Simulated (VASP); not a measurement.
# MgO (Fm-3m) in VASP: a series of runs

The runs below take MgO through vibrations by perturbation theory, with PBEsol.

Everything below comes from runs of VASP 6.6.1. Logs are shortened: lines on timing, memory, paths and dates and some standing lists are left out, and cuts for length are marked.

## 1. The cell of the first run

It takes space group Fm-3m (No. 225, cubic). The conventional cell has a = 4.102 Å, b = 4.102 Å, c = 4.102 Å, α = 90.00°, β = 90.00°, γ = 90.00°. Within 2.7 Å of Mg (site symmetry m-3m) lie 6 O at 2.05 Å. Within 2.7 Å of O (site symmetry m-3m) lie 6 Mg at 2.05 Å.

## 2. Vibrations by perturbation theory, PBEsol

The input, INCAR:

```
SYSTEM = MgO
PREC = Accurate
ENCUT = 520
EDIFF = 1E-8
ISMEAR = 0
SIGMA = 0.01
LREAL = .False.
LASPH = .True.
NELM = 80
ALGO = Normal
ISIF = 2
LWAVE = .False.
LCHARG = .False.
GGA = PS
NBANDS = 11
IBRION = 8
NSW = 1
```

The input, KPOINTS:

```
Automatic mesh
0
Gamma
  10 10 10
  0 0 0
```

The input, POSCAR:

```
MgO
1.0
    2.0511977012      2.0511977012      0.0000000000
   -2.0511977012      2.0511977012      0.0000000000
    0.0000000000      2.0511977012      2.0511977012
Mg O
1 1
Direct
    0.0000000000      0.0000000000      0.0000000000
    0.5000000000      0.5000000000      0.0000000000
```

Potentials or basis: VASP PAW PBE potentials, release 64 (Mg, O).

Run with:

```
> cat potpaw_PBE.64/Mg/POTCAR potpaw_PBE.64/O/POTCAR > POTCAR
> mpirun -np 1 vasp_std > vasp.out
```

OUTCAR:

```text
SYSTEM = MgO
   PREC = Accurate
   ENCUT = 520
   EDIFF = 1E-8
   ISMEAR = 0
   LREAL = .False.
   LASPH = .True.
   NELM = 80
   ISIF = 2
   GGA = PS
   IBRION = 8
   NSW = 1

 ion  position               nearest neighbor table
   1  0.000  0.000  0.000-   2 2.05   2 2.05   2 2.05   2 2.05   2 2.05   2 2.05
   2  0.500  0.500  0.000-   1 2.05   1 2.05   1 2.05   1 2.05   1 2.05   1 2.05

  LATTYP: Found a face centered cubic cell.
 ALAT       =     4.1023954024

  Lattice vectors:

 A1 = (   0.0000000000,   2.0511977012,   2.0511977012)
 A2 = (   2.0511977012,   0.0000000000,   2.0511977012)
 A3 = (   2.0511977012,   2.0511977012,   0.0000000000)

Analysis of symmetry for initial positions (statically):
=====================================================================
 Subroutine PRICEL returns:
 Original cell was already a primitive cell.

 Routine SETGRP: Setting up the symmetry group for a
 face centered cubic supercell.

 Subroutine GETGRP returns: Found 48 space group operations
 (whereof 48 operations were pure point group operations)
 out of a pool of 48 trial point group operations.

The static configuration has the point symmetry O_h .

Analysis of symmetry for dynamics (positions and initial velocities):
=====================================================================
 Subroutine PRICEL returns:
 Original cell was already a primitive cell.

 Routine SETGRP: Setting up the symmetry group for a
 face centered cubic supercell.

 Subroutine GETGRP returns: Found 48 space group operations
 (whereof 48 operations were pure point group operations)
 out of a pool of 48 trial point group operations.

The dynamic configuration has the point symmetry O_h .

 Subroutine INISYM returns: Found 48 space group operations
 (whereof 48 operations are pure point group operations),
 and found     1 'primitive' translations

----------------------------------------------------------------------------------------

                                     Primitive cell

  volume of cell :      17.2605

  direct lattice vectors                    reciprocal lattice vectors
     2.051197701  2.051197701  0.000000000     0.243760024  0.243760024 -0.243760024
    -2.051197701  2.051197701  0.000000000    -0.243760024  0.243760024 -0.243760024
     0.000000000  2.051197701  2.051197701     0.000000000  0.000000000  0.487520047

  length of vectors
     2.900831608  2.900831608  2.900831608     0.422204746  0.422204746  0.487520047

  position of ions in fractional coordinates (direct lattice)
     0.000000000  0.000000000  0.000000000
     0.500000000  0.500000000  0.000000000

  ion indices of the primitive-cell ions
   primitive index   ion index
                 1           1
                 2           2

----------------------------------------------------------------------------------------

 KPOINTS: Automatic mesh

Automatic generation of k-mesh.
 Grid dimensions read from file:
 generate k-points for:   10   10   10

 Generating k-lattice:

  Cartesian coordinates                     Fractional coordinates (reciprocal lattice)
     0.024376002  0.024376002 -0.024376002     0.100000000  0.000000000  0.000000000
    -0.024376002  0.024376002 -0.024376002     0.000000000  0.100000000  0.000000000
     0.000000000  0.000000000  0.048752005     0.000000000  0.000000000  0.100000000

[... 85 lines left out ...]
   LEPSILON=     F    determine dielectric tensor
   LRPA    =     F    only Hartree local field effects (RPA)
 non-spin polarized calculation
 Gauss-broadening in eV      SIGMA  =   0.01
  energy-cutoff  :      520.00
  volume of cell :       17.26
 maximum number of plane-waves:       483
 NGX is ok and might be reduce to    24
   NGX = 11   NGY = 11   NGZ = 11

--------------------------------------- Ionic step        1  -------------------------------------------

 number of electron       7.9999997 magnetization

 Free energy of the ion-electron system (eV)
  ---------------------------------------------------
  ext. energy  EPLUGINS =         0.00000000
  ---------------------------------------------------
  free energy    TOTEN  =       -12.45105675 eV

  energy without entropy =      -12.45105675  energy(sigma->0) =      -12.45105675

 E-fermi :   3.7547     XC(G=0): -11.6993

 val. band max:        3.6880467135   @ k =   0.0000   0.0000   0.0000
 cond. band min:       9.1266365918   @ k =   0.0000   0.0000   0.0000
 fundamental gap:      5.4385898783
 Fermi energy:         3.7546586044

 k-point     1 :       0.0000    0.0000    0.0000
  band No.  band energies     occupation
      1     -13.9481      2.00000
      2       3.6880      2.00000
      3       3.6880      2.00000
      4       3.6880      2.00000
      5       9.1266      0.00000
      6      19.7556      0.00000
      7      19.7556      0.00000
      8      19.7556      0.00000
      9      23.8123      0.00000
     10      25.7930      0.00000
     11      25.7930      0.00000
[... 309 lines left out ...]
 k-point    24 :       0.4000    0.3000    0.0000
  band No.  band energies     occupation
      1     -12.1470      2.00000
      2      -0.2182      2.00000
      3       0.7480      2.00000
      4       2.5190      2.00000
      5      14.1429      0.00000
      6      16.4368      0.00000
      7      17.0669      0.00000
      8      22.4291      0.00000
      9      23.2539      0.00000
     10      28.4264      0.00000
     11      32.3365      0.00000

 [... further k-points ...]

------------------------ aborting loop because EDIFF is reached ----------------------------------------

  FORCE on cell =-STRESS in cart. coord.  units (eV):
  Direction    XX          YY          ZZ          XY          YZ          ZX
  --------------------------------------------------------------------------------------
  -------------------------------------------------------------------------------------
  Total        1.5793770      1.5793770      1.5793770      0.0000000      0.0000000      0.0000000
  in kB      146.6033280    146.6033280    146.6033280      0.0000000      0.0000000      0.0000000
  external PRESSURE =     146.6033280 kB  Pullay stress =       0.0000000 kB

 VOLUME and BASIS-vectors are now :
 -----------------------------------------------------------------------------
  energy-cutoff  :      520.00
  volume of cell :       17.26
      direct lattice vectors                 reciprocal lattice vectors
     2.051197701  2.051197701  0.000000000     0.243760024  0.243760024 -0.243760024
    -2.051197701  2.051197701  0.000000000    -0.243760024  0.243760024 -0.243760024
     0.000000000  2.051197701  2.051197701     0.000000000  0.000000000  0.487520047

 POSITION                                       TOTAL-FORCE (eV/Angst)
 -----------------------------------------------------------------------------------
      0.00000      0.00000      0.00000        -0.000000     -0.000000      0.000000
      0.00000      2.05120      0.00000         0.000000      0.000000      0.000000
 -----------------------------------------------------------------------------------
    total drift:                                0.000000     -0.000000     -0.000000

  FREE ENERGIE OF THE ION-ELECTRON SYSTEM (eV)
  ---------------------------------------------------
  free  energy   TOTEN  =       -12.4510567545 eV

  energy  without entropy=      -12.4510567545  energy(sigma->0) =      -12.45105675

[... ionic steps 2 to 3 ...]

--------------------------------------- Ionic step        4  -------------------------------------------

------------------------ aborting loop because EDIFF is reached ----------------------------------------

[... ionic steps 5 to 6 ...]

--------------------------------------- Ionic step        7  -------------------------------------------

 Free energy of the ion-electron system (eV)
  ---------------------------------------------------
  ---------------------------------------------------
  free energy    TOTEN  =        -0.35732935 eV

  energy without entropy =       -0.35732935

------------------------ aborting loop because EDIFF is reached ----------------------------------------

 INTERNAL STRAIN TENSOR  FOR ION    2  DIRECTION 1   (eV/Angst):
 -----------------------------------------------------------------------------
     0.00843  0.00000 -0.00000
     0.00000 -0.00756  0.00000
     0.00000  0.00000 -0.00756

 INTERNAL STRAIN TENSOR FOR ION    2 for displacements in x,y,z  (eV/Angst):
          X           Y           Z          XY          YZ          ZX
  --------------------------------------------------------------------------------
  x     0.00000     0.00000     0.00000     0.00000     0.00000     0.00000
  y     0.00000     0.00000     0.00000     0.00000     0.00000     0.00000
  z     0.00000     0.00000     0.00000     0.00000     0.00000     0.00000

 SECOND DERIVATIVES (NOT SYMMETRIZED)
 ------------------------------------
               1X          1Y          1Z          2X          2Y          2Z
  1X    -7.737553    0.000000   -0.000000    7.737553   -0.000000    0.000000
  1Y    -0.000000   -7.737553    0.000000    0.000000    7.737553   -0.000000
  1Z    -0.000000   -0.000000   -7.737553    0.000000    0.000000    7.737553
  2X     7.721027   -0.000000    0.000000   -7.721027    0.000000   -0.000000
  2Y     0.000000    7.721027   -0.000000   -0.000000   -7.721027    0.000000
  2Z    -0.000000   -0.000000    7.721027    0.000000    0.000000   -7.721027

 Eigenvectors and eigenvalues of the dynamical matrix
 ----------------------------------------------------

   1 f  =   13.990860 THz    87.907164 2PiTHz  466.684847 cm-1    57.861521 meV
             X         Y         Z           dx          dy          dz
      0.000000  0.000000  0.000000     0.000000   -0.630464   -0.000000
      0.000000  2.051198  0.000000     0.000000    0.776218    0.000000
[... 21 lines left out ...]
   6 f/i=    0.007320 THz     0.045990 2PiTHz    0.244155 cm-1     0.030271 meV
             X         Y         Z           dx          dy          dz
      0.000000  0.000000  0.000000    -0.776218   -0.000000   -0.000000
      0.000000  2.051198  0.000000    -0.630464   -0.000000    0.000000

--------------------------------------------------------------------------------------------------------

 ELASTIC MODULI CONTR FROM IONIC RELAXATION (kBar)
 Direction    XX          YY          ZZ          XY          YZ          ZX
 --------------------------------------------------------------------------------
 XX           0.0000      0.0000      0.0000      0.0000      0.0000      0.0000
 YY           0.0000      0.0000      0.0000      0.0000      0.0000      0.0000
 ZZ           0.0000      0.0000      0.0000      0.0000      0.0000      0.0000
 XY           0.0000      0.0000      0.0000      0.0000      0.0000      0.0000
 YZ           0.0000      0.0000      0.0000      0.0000      0.0000      0.0000
 ZX           0.0000      0.0000      0.0000      0.0000      0.0000      0.0000
 --------------------------------------------------------------------------------
```

It took 82 s on 1 thread of Intel Xeon 8259CL, shared host; peak memory 0.19 GiB.

Results:

```yaml
Highest_phonon_frequency_at_Γ_LO-TO_splitting_left_out: 467 cm⁻¹
```

Phonon frequencies in cm⁻¹ (negative: imaginary):
| q point | frequencies |
| --- | --- |
| (0.000, 0.000, 0.000) | 0 0 0 467 467 467 |

Caveat: the cell stands under pressure or tension, which shifts response properties; the PAW data sets were made with another functional, which shifts forces and pressure a little.

## 3. Vibrations by perturbation theory, PBEsol

This run uses another cell than the first one, of 8.84 Å³/atom.

The input, INCAR:

```
ALGO = Normal ; EDIFF = 1E-8
ENCUT = 520 ; GGA = PS
IBRION = 8 ; ISIF = 2
ISMEAR = 0 ; LASPH = True
LCHARG = False ; LREAL = False
LWAVE = False ; NELM = 100
NSW = 1 ; PREC = Accurate
SIGMA = 0.01
```

The input, KPOINTS:

```
k-points
0
Gamma
  10 10 10
```

The input, POSCAR:

```
MgO
1.0
    2.0677629386      2.0677629386      0.0000000000
   -2.0677629386      2.0677629386      0.0000000000
    0.0000000000      2.0677629386      2.0677629386
Mg O
1 1
Direct
    0.0000000000      0.0000000000      0.0000000000
    0.5000000000      0.5000000000      0.0000000000
```

Potentials or basis: VASP PAW PBE potentials, release 64 (Mg, O).

Run with:

```
> cat potpaw_PBE.64/Mg/POTCAR potpaw_PBE.64/O/POTCAR > POTCAR
> mpirun -np 1 vasp_std > vasp.out
```

OUTCAR:

```text
EDIFF = 1E-8
   ENCUT = 520
   GGA = PS
   IBRION = 8
   ISIF = 2
   ISMEAR = 0
   LASPH = True
   LREAL = False
   NELM = 100
   NSW = 1
   PREC = Accurate

 ion  position               nearest neighbor table
   1  0.000  0.000  0.000-   2 2.07   2 2.07   2 2.07   2 2.07   2 2.07   2 2.07
   2  0.500  0.500  0.000-   1 2.07   1 2.07   1 2.07   1 2.07   1 2.07   1 2.07

  LATTYP: Found a face centered cubic cell.
 ALAT       =     4.1355258772

  Lattice vectors:

 A1 = (   0.0000000000,   2.0677629386,   2.0677629386)
 A2 = (   2.0677629386,   0.0000000000,   2.0677629386)
 A3 = (   2.0677629386,   2.0677629386,   0.0000000000)

Analysis of symmetry for initial positions (statically):
=====================================================================
 Subroutine PRICEL returns:
 Original cell was already a primitive cell.

 Routine SETGRP: Setting up the symmetry group for a
 face centered cubic supercell.

 Subroutine GETGRP returns: Found 48 space group operations
[... 492 lines left out ...]
 INTERNAL STRAIN TENSOR  FOR ION    2  DIRECTION 1   (eV/Angst):
 -----------------------------------------------------------------------------
     0.00831  0.00000 -0.00000
     0.00000 -0.00759  0.00000
     0.00000  0.00000 -0.00759

 INTERNAL STRAIN TENSOR FOR ION    2 for displacements in x,y,z  (eV/Angst):
          X           Y           Z          XY          YZ          ZX
  --------------------------------------------------------------------------------
  x     0.00000     0.00000     0.00000     0.00000     0.00000     0.00000
  y     0.00000     0.00000     0.00000     0.00000     0.00000     0.00000
  z     0.00000     0.00000     0.00000     0.00000     0.00000     0.00000

 SECOND DERIVATIVES (NOT SYMMETRIZED)
 ------------------------------------
               1X          1Y          1Z          2X          2Y          2Z
  1X    -6.978841    0.000000    0.000000    6.978841    0.000000    0.000000
  1Y     0.000000   -6.978841    0.000000    0.000000    6.978841    0.000000
  1Z     0.000000    0.000000   -6.978841    0.000000    0.000000    6.978841
  2X     6.968353   -0.000000    0.000000   -6.968353    0.000000   -0.000000
  2Y     0.000000    6.968353   -0.000000   -0.000000   -6.968353    0.000000
  2Z     0.000000   -0.000000    6.968353   -0.000000    0.000000   -6.968353

 Eigenvectors and eigenvalues of the dynamical matrix
 ----------------------------------------------------

   1 f  =   13.289761 THz    83.502033 2PiTHz  443.298720 cm-1    54.962012 meV
             X         Y         Z           dx          dy          dz
      0.000000  0.000000  0.000000     0.621221    0.106852   -0.000000
      0.000000  2.067763  0.000000    -0.765081   -0.131596    0.000000
[... 21 lines left out ...]
   6 f/i=    0.004891 THz     0.030728 2PiTHz    0.163132 cm-1     0.020226 meV
             X         Y         Z           dx          dy          dz
      0.000000  0.000000  0.000000     0.765403    0.129711    0.000000
      0.000000  2.067763  0.000000     0.621483    0.105321    0.000000

--------------------------------------------------------------------------------------------------------

 ELASTIC MODULI CONTR FROM IONIC RELAXATION (kBar)
 Direction    XX          YY          ZZ          XY          YZ          ZX
 --------------------------------------------------------------------------------
 XX           0.0000      0.0000      0.0000      0.0000      0.0000      0.0000
 YY           0.0000      0.0000      0.0000      0.0000      0.0000      0.0000
 ZZ           0.0000      0.0000      0.0000      0.0000      0.0000      0.0000
 XY           0.0000      0.0000      0.0000      0.0000      0.0000      0.0000
 YZ           0.0000      0.0000      0.0000      0.0000      0.0000      0.0000
 ZX           0.0000      0.0000      0.0000      0.0000      0.0000      0.0000
 --------------------------------------------------------------------------------
```

Run time: 74 s. Hardware: 1 thread of Intel Xeon 8259CL, shared host; peak memory 0.18 GiB.

Results:

```
Highest phonon frequency at Γ, LO-TO splitting left out : 443 cm⁻¹
```

Phonon frequencies in cm⁻¹ (negative: imaginary):
| q point | frequencies |
| --- | --- |
| (0.000, 0.000, 0.000) | 0 0 0 443 443 443 |

Caveat: the cell stands under pressure or tension, which shifts response properties; the PAW data sets were made with another functional, which shifts forces and pressure a little.
